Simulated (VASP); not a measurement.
# PbSe in VASP: single point with PBEsol

Aim: the single point of PbSe with PBEsol.

Program: VASP 6.6.1. These are calculated values, not measurements. Logs are shortened: lines on timing, memory, paths and dates and some standing lists are left out, and cuts for length are marked.

## 1. The cell of the first run

The cell holds a slab with vacuum, 8 atoms: a = 4.415 Å, b = 8.830 Å, c = 12.399 Å, α = 100.23°, β = 100.23°, γ = 90.13°.

## 2. Single point, PBEsol

INCAR

```
SYSTEM = PbSe
ALGO = Normal
EDIFF = 1E-6
ENCUT = 500
GGA = PS
GGA_COMPAT = .FALSE.
ISIF = 2
ISMEAR = 0
LASPH = .TRUE.
LCHARG = .FALSE.
LREAL = .FALSE.
LWAVE = .FALSE.
NBANDS = 50
NELM = 120
PREC = Accurate
SIGMA = 0.01
```

KPOINTS

```
k-points
0
G
  4 2 2
  0 0 0
```

POSCAR

```
PbSe
1.0
    4.4148899600      0.0000000000      0.0000000000
   -0.0206220400      8.8297558400      0.0000000000
   -2.2022894700     -2.2074389600     12.0007990000
Pb Se
4 4
Direct
    0.8001900000      0.4072730000      0.6176240000
    0.1926960000      0.0965800000      0.3815570000
    0.8001900000      0.9072730000      0.6176240000
    0.1926960000      0.5965800000      0.3815570000
    0.3001050000      0.1578670000      0.6220350000
    0.6768540000      0.3563340000      0.3768060000
    0.3001050000      0.6578670000      0.6220350000
    0.6768540000      0.8563340000      0.3768060000
```

Potentials or basis: VASP PAW PBE potentials, release 64 (Pb_d, Se).

On the command line:

```bash
cat potpaw_PBE.64/Pb_d/POTCAR potpaw_PBE.64/Se/POTCAR > POTCAR
mpirun -np 1 vasp_std > vasp.out
```

OUTCAR:

```text
SYSTEM = PbSe
   EDIFF = 1E-6
   ENCUT = 500
   GGA = PS
   ISIF = 2
   ISMEAR = 0
   LASPH = .TRUE.
   LREAL = .FALSE.
   NELM = 120
   PREC = Accurate

 ion  position               nearest neighbor table
   1  0.800  0.407  0.618-   6 2.89   7 3.11   5 3.12   5 3.13   7 3.13
   2  0.193  0.097  0.382-   5 2.89   8 3.02   8 3.09   6 3.15   6 3.24
   3  0.800  0.907  0.618-   8 2.89   5 3.11   7 3.12   7 3.13   5 3.13
   4  0.193  0.597  0.382-   7 2.89   6 3.02   6 3.09   8 3.15   8 3.24
   5  0.300  0.158  0.622-   2 2.89   3 3.11   1 3.12   1 3.13   3 3.13
   6  0.677  0.356  0.377-   1 2.89   4 3.02   4 3.09   2 3.15   2 3.24
   7  0.300  0.658  0.622-   4 2.89   1 3.11   3 3.12   3 3.13   1 3.13
   8  0.677  0.856  0.377-   3 2.89   2 3.02   2 3.09   4 3.15   4 3.24

  LATTYP: Found a triclinic cell.
 ALAT       =    13.8858054525
 B/A-ratio  =     0.3179426627
 C/A-ratio  =     0.6358853256
 COS(alpha) =     0.0023355101
 COS(beta)  =     0.1600851688
 COS(gamma) =     0.4772852733

  Lattice vectors:

 A1 = (  -6.6274904500,   2.2074389600, -12.0007990000)
 A2 = (  -4.4148899600,   0.0000000000,   0.0000000000)
 A3 = (  -0.0206220400,   8.8297558400,   0.0000000000)

Analysis of symmetry for initial positions (statically):
=====================================================================
 Subroutine PRICEL returns following result:

  LATTYP: Found a face centered orthorhombic cell.
 ALAT       =     6.2363020042
 B/A-ratio  =     1.0023382438
 C/A-ratio  =     3.8486907760

  Lattice vectors:

 A1 = (  -2.2126004900,   2.2074389600,  12.0007990000)
 A2 = (   2.2022894700,   2.2074389600,  12.0007990000)
 A3 = (  -0.0103110200,   4.4148779200,   0.0000000000)

   2 primitive cells build up your supercell.

 Routine SETGRP: Setting up the symmetry group for a
 triclinic supercell.

 Subroutine GETGRP returns: Found  1 space group operations
 (whereof  1 operations were pure point group operations)
 out of a pool of  2 trial point group operations.

The static configuration has the point symmetry C_1 .

Analysis of symmetry for dynamics (positions and initial velocities):
=====================================================================
 Subroutine PRICEL returns following result:

  LATTYP: Found a face centered orthorhombic cell.
 ALAT       =     6.2363020042
 B/A-ratio  =     1.0023382438
 C/A-ratio  =     3.8486907760

  Lattice vectors:

 A1 = (  -2.2126004900,   2.2074389600,  12.0007990000)
 A2 = (   2.2022894700,   2.2074389600,  12.0007990000)
 A3 = (  -0.0103110200,   4.4148779200,   0.0000000000)

   2 primitive cells build up your supercell.

 Routine SETGRP: Setting up the symmetry group for a
 triclinic supercell.

 Subroutine GETGRP returns: Found  1 space group operations
 (whereof  1 operations were pure point group operations)
 out of a pool of  2 trial point group operations.

The dynamic configuration has the point symmetry C_1 .

 Subroutine INISYM returns: Found  1 space group operations
 (whereof  1 operations are pure point group operations),
 and found     2 'primitive' translations

----------------------------------------------------------------------------------------

                                     Primitive cell

  volume of cell :     233.9100

  direct lattice vectors                    reciprocal lattice vectors
    -2.212600490  2.207438960 12.000799000    -0.226506212 -0.000529009  0.041663893
     2.202289470  2.207438960 12.000799000     0.226506212  0.000529009  0.041663893
    -0.010311020  4.414877920  0.000000000     0.000000000  0.226506829 -0.041663893

  length of vectors
    12.401111415 12.399275878  4.414889961     0.230306804  0.230306804  0.230306803
[... 37 lines left out ...]
|           W    W    AA    RRRRR   N    N  II  N    N   GGGG   !!!           |
|           W    W   A  A   R    R  NN   N  II  NN   N  G    G  !!!           |
|           W    W  A    A  R    R  N N  N  II  N N  N  G       !!!           |
|           W WW W  AAAAAA  RRRRR   N  N N  II  N  N N  G  GGG   !            |
|           WW  WW  A    A  R   R   N   NN  II  N   NN  G    G                |
|           W    W  A    A  R    R  N    N  II  N    N   GGGG   !!!           |
|                                                                             |
|     Your reciprocal lattice and k-lattice belong to different lattice       |
|     classes:                                                                |
|                                                                             |
|        The reciprocal lattice is triclinic,                                 |
|        whereas your k-lattice is base-centered monoclinic.                  |
|                                                                             |
|     Results are often still useful ...                                      |
|                                                                             |
 -----------------------------------------------------------------------------

 Subroutine IBZKPT returns following result:
 ===========================================

 Found     12 irreducible k-points:

 Following reciprocal coordinates:
            Coordinates               Weight
  0.000000  0.000000  0.000000      1.000000
  0.250000  0.000000  0.000000      2.000000
  0.500000  0.000000  0.000000      1.000000
  0.000000  0.500000  0.000000      1.000000
  0.250000  0.500000 -0.000000      2.000000
  0.500000  0.500000  0.000000      1.000000
  0.000000  0.000000  0.500000      1.000000
  0.250000  0.000000  0.500000      2.000000
  0.500000  0.000000  0.500000      1.000000
  0.000000  0.500000  0.500000      1.000000
  0.250000  0.500000  0.500000      2.000000
  0.500000  0.500000  0.500000      1.000000
   k-points           NKPTS =     12   k-points in BZ     NKDIM =     12   number of bands    NBANDS=     50
   number of dos      NEDOS =    301   number of ions     NIONS =      8
   total plane-waves  NPLWV = 184320
   dimension x,y,z NGX =    32 NGY =   64 NGZ =   90
   dimension x,y,z NGXF=    64 NGYF=  128 NGZF=  180
   ions per type =               4   4
   NGX,Y,Z   is equivalent  to a cutoff of  12.05, 12.05, 12.07 a.u.
   NGXF,Y,Z  is equivalent  to a cutoff of  24.10, 24.10, 24.13 a.u.
 SYSTEM =  PbSe
   PREC   = accura    normal or accurate (medium, high low for compatibility)
   ISTART =      0    job   : 0-new  1-cont  2-samecut
   ICHARG =      2    charge: 1-file 2-atom 10-const
   ISPIN  =      1    spin polarized calculation?
   LNONCOLLINEAR =      F non collinear calculations
   LSORBIT =      F    spin-orbit coupling
   LASPH  =      T    aspherical Exc in radial PAW
   ENCUT  =  500.0 eV  36.75 Ry    6.06 a.u.   8.05 16.10 22.61*2*pi/ulx,y,z
   NELM   =    120;   NELMIN=  2; NELMDL= -5     # of ELM steps
   EDIFF  = 0.1E-05   stopping-criterion for ELM
   LREAL  =      F    real-space projection
   EDIFFG = 0.1E-04   stopping-criterion for IOM
   NSW    =      0    number of steps for IOM
   IBRION =     -1    ionic relax: 0-MD 1-quasi-New 2-CG
   NFREE  =      0    steps in history (QN), initial steepest desc. (CG)
   ISIF   =      2    stress and relaxation
   ISYM   =      2    0-nonsym 1-usesym 2-fastsym
   POTIM  = 0.5000    time-step for ionic-motion
   TEBEG  =    0.0;   TEEND  =   0.0 temperature during run
   PSTRESS=    0.0 pullay stress
   NELECT =      80.0000    total number of electrons
   NUPDOWN=      -1.0000    fix difference up-down
   EMIN   =  10.00;   EMAX   =-10.00  energy-range for DOS
   EFERMI =   0.00;   METHOD = LEGACY
   ISMEAR =     0;   SIGMA  =   0.01  broadening in eV -4-tet -1-fermi 0-gaus
   EFERMI_NEDOS =   21; number of points for ismear=-14 and -15
   IALGO  =     38    algorithm
   IMIX   =      4    mixing-type and parameters
     AMIX     =   0.40;   BMIX     =  1.00
     AMIX_MAG =   1.60;   BMIX_MAG =  1.00
  volume/ion in A,a.u.               =      58.48       394.63
  Fermi-wavevector in a.u.,A,eV,Ry     =   0.908682  1.717160 11.234370  0.825703
  Thomas-Fermi vector in A             =   2.032637
   LORBIT       =      0    0 simple, 1 ext, 2 COOP (PROOUT), +10 PAW based schemes
   GGA     = PS    functional components
   LHFCALC =     F    Hartree Fock is set to
   AEXX    =    0.0000 exact exchange contribution
   IVDW    =     0    specifies the selected vdW correction
   LEPSILON=     F    determine dielectric tensor
   LRPA    =     F    only Hartree local field effects (RPA)
 non-spin polarized calculation
 Gauss-broadening in eV      SIGMA  =   0.01
  energy-cutoff  :      500.00
  volume of cell :      467.82
 maximum number of plane-waves:     11905
   NGX = 17   NGY = 33   NGZ = 45

 number of electron      79.9999997 magnetization

 Free energy of the ion-electron system (eV)
  ---------------------------------------------------
  ext. energy  EPLUGINS =         0.00000000
  ---------------------------------------------------
  free energy    TOTEN  =       -34.57950969 eV

  energy without entropy =      -34.57950969  energy(sigma->0) =      -34.57950969

 E-fermi :  -0.2792     XC(G=0):  -5.6393

 val. band max:       -0.3276800094   @ k =   0.5000   0.0000   0.0000
 cond. band min:       1.1847858786   @ k =   0.5000   0.0000   0.0000
 fundamental gap:      1.5124658880
 Fermi energy:        -0.2791789244

 k-point     1 :       0.0000    0.0000    0.0000
  band No.  band energies     occupation
      1     -16.6424      2.00000
      2     -16.5893      2.00000
      3     -16.5706      2.00000
      4     -16.5611      2.00000
      5     -16.5584      2.00000
      6     -16.5551      2.00000
[... 625 lines left out ...]
     49       4.3908      0.00000
     50       4.4102      0.00000

------------------------ aborting loop because EDIFF is reached ----------------------------------------

  FORCE on cell =-STRESS in cart. coord.  units (eV):
  Direction    XX          YY          ZZ          XY          YZ          ZX
  --------------------------------------------------------------------------------------
  -------------------------------------------------------------------------------------
  Total       -4.4117214     -4.3974039     -5.2817204      0.0334677      0.4324455      0.0736737
  in kB      -15.1091461    -15.0601121    -18.0886955      0.1146192      1.4810278      0.2523159
  external PRESSURE =     -16.0859846 kB  Pullay stress =       0.0000000 kB

 VOLUME and BASIS-vectors are now :
 -----------------------------------------------------------------------------
  energy-cutoff  :      500.00
  volume of cell :      467.82
      direct lattice vectors                 reciprocal lattice vectors
     4.414889960  0.000000000  0.000000000     0.226506212  0.000529009  0.041663893
    -0.020622040  8.829755840  0.000000000     0.000000000  0.113253415  0.020831946
    -2.202289470 -2.207438960 12.000799000     0.000000000  0.000000000  0.083327785

 POSITION                                       TOTAL-FORCE (eV/Angst)
 -----------------------------------------------------------------------------------
      2.16417      2.23275      7.41198         0.017971     -0.004921     -0.487903
      0.00844      0.01051      4.57899        -0.007242     -0.008421      0.467244
      2.15385      6.64763      7.41198         0.017971     -0.004921     -0.487903
     -0.00187      4.42539      4.57899        -0.007242     -0.008421      0.467244
     -0.04823      0.02082      7.46492        -0.005045      0.078251     -0.416806
      2.15105      2.31457      4.52197        -0.005685     -0.064909      0.437465
     -0.05854      4.43570      7.46492        -0.005045      0.078251     -0.416806
      2.14074      6.72944      4.52197        -0.005685     -0.064909      0.437465
 -----------------------------------------------------------------------------------
    total drift:                               -0.000587     -0.000155     -0.000116

  FREE ENERGIE OF THE ION-ELECTRON SYSTEM (eV)
  ---------------------------------------------------
  free  energy   TOTEN  =       -34.5795096930 eV

  energy  without entropy=      -34.5795096930  energy(sigma->0) =      -34.57950969
```

Wall time 6.6 min (1 thread of AMD EPYC 7R13 (Zen 3), shared host); peak memory 0.52 GiB.

Results:

```
Free energy            : -34.5795 eV
Largest force          : 0.488 eV/Å
Band gap on the k mesh : 1.51 eV
```

Forces on the atoms (eV/Å):
```
Pb   0.018 -0.005 -0.488
Pb  -0.007 -0.008  0.467
Pb   0.018 -0.005 -0.488
Pb  -0.007 -0.008  0.467
Se  -0.005  0.078 -0.417
Se  -0.006 -0.065  0.437
Se  -0.005  0.078 -0.417
Se  -0.006 -0.065  0.437
```

Caveat: there is no dipole correction, which matters where the two faces differ; the PAW data sets were made with another functional, which shifts forces and pressure a little; spin-orbit coupling is left out, which moves the levels of the heavy elements.
